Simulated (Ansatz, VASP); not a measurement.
## Ta2Si in VASP and in Ansatz

File INCAR:

```
SYSTEM = Ta2Si
PREC = Accurate ; ENCUT = 520
EDIFF = 1E-7 ; ISMEAR = 0
SIGMA = 0.15 ; LREAL = .FALSE.
LASPH = .TRUE. ; NELM = 60
ALGO = Fast ; ISIF = 2
LWAVE = .FALSE. ; LCHARG = .TRUE.
GGA = PS ; LELF = .TRUE.
LVHAR = .TRUE. ; NBANDS = 35
```

Contents of KPOINTS:

```
regular mesh
0
G
  12 12 12
  0 0 0
```

The input POSCAR:

```
Ta2Si
1.0
   -2.8229065819      2.8229065819      2.4191033869
    2.8229065819     -2.8229065819      2.4191033869
    2.8229065819      2.8229065819     -2.4191033869
Ta Si
4 2
Direct
    0.6630661939      0.8369338061      0.5000000000
    0.8369338061      0.3369338061      0.1738676123
    0.3369338061      0.1630661939      0.5000000000
    0.1630661939      0.6630661939      0.8261323878
    0.2500000000      0.2500000000      0.0000000000
    0.7500000000      0.7500000000      0.0000000000
```

Input for Ansatz:

```yaml
crystal:
  lattice:
    - [-2.8229065819, 2.8229065819, 2.4191033869]
    - [2.8229065819, -2.8229065819, 2.4191033869]
    - [2.8229065819, 2.8229065819, -2.4191033869]
  atoms:
    - { symbol: Ta, position: [0.6630661939, 0.8369338061, 0.5] }
    - { symbol: Ta, position: [0.8369338061, 0.3369338061, 0.1738676123] }
    - { symbol: Ta, position: [0.3369338061, 0.1630661939, 0.5] }
    - { symbol: Ta, position: [0.1630661939, 0.6630661939, 0.8261323878] }
    - { symbol: Si, position: [0.25, 0.25, 0.0] }
    - { symbol: Si, position: [0.75, 0.75, 0.0] }
basis:
  ecutwfc: 420
kpoints:
  mp_grid: { grid: [12, 12, 12] }
hamiltonian:
  xc: pbesol
scf:
  occupations: { method: gaussian, width: 0.15 }
output:
  forces: true
  stress: true
  eigenvalues: true
```

Change from the starting cell: strain -0.080 along x and y, -0.040 along z, atoms carried along.

Alike in both runs: task single point; functional PBEsol; k mesh 12 × 12 × 12; occupations gaussian, width 0.15 eV; no spin polarisation.

```csv
,VASP,Ansatz
version,VASP 6.6.1,Ansatz 0.2.0
potentials or method,"VASP PAW PBE potentials, release 64 (Ta_pv, Si), cutoff 520 eV","scalar-relativistic, plane waves, PAW"
valence electrons in the cell,52,60
```

Ansatz gave:

* gap on the k mesh at the Fermi level (eV): none
* pressure (GPa): 72.1
* traceless stress, the component that is largest in VASP (GPa): -9.59
* rms of the force components (eV/Å): 0.258

Problem. What did VASP give for the same quantities?

Solution. gap on the k mesh at the Fermi level (eV): none; pressure (GPa): 73.2; traceless stress, the component that is largest in VASP (GPa): -9.72; rms of the force components (eV/Å): 0.262.

VASP's potentials were made for PBE, not for PBEsol. Atom by atom the forces differ by 0.005 eV/Å (rms over components). A gap of «none» marks a metal or a gap that the smearing closes. Both programs put the cell under a high pressure, so it lies far from rest at this level. The functional is the same, so the differences come from potentials, cutoffs and numerics. VASP's potentials hold 52 valence electrons a cell and Ansatz's 60, so a difference there can come from the potentials and not from the codes.

Spin-orbit coupling is off throughout. Noted on VASP's run: the cell as given lies far from equilibrium.
